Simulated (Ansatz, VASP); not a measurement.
## CuI: VASP beside Ansatz

```
CELL_PARAMETERS angstrom
0.00000 3.01203 3.01203
3.01203 0.00000 3.01203
3.01203 3.01203 0.00000
ATOMIC_POSITIONS crystal
Cu 0.00000 0.00000 0.00000
I 0.25000 0.25000 0.25000
```

Alike in both runs: task single point; functional HSE06; k mesh 4 × 4 × 4; no spin polarisation.

|  | VASP | Ansatz |
| --- | --- | --- |
| version | VASP 6.6.1 | Ansatz 0.2.0 |
| potentials or method | VASP PAW PBE potentials, release 64 (Cu, I) | plane waves, PAW |
| plane-wave cutoff (eV) | 520 | 420 |
| occupations | gaussian, width 0.01 eV | fixed |
| valence electrons in the cell | 18 | 36 |

|  | VASP | Ansatz | Ansatz less VASP |
| --- | --- | --- | --- |
| gap on the k mesh at the Fermi level (eV) | 2.63 | 2.68 | +0.052 |
| pressure (GPa) | 1.5 | 1.6 | +0.12 |

VASP's potentials hold 18 valence electrons a cell and Ansatz's 36, so a difference there can come from the potentials and not from the codes. Ansatz's warnings: stress exchange threshold loose, stress scf threshold loose.

The k mesh is coarse, so the values compare programs but aren't converged. Neither program's run includes spin-orbit coupling.
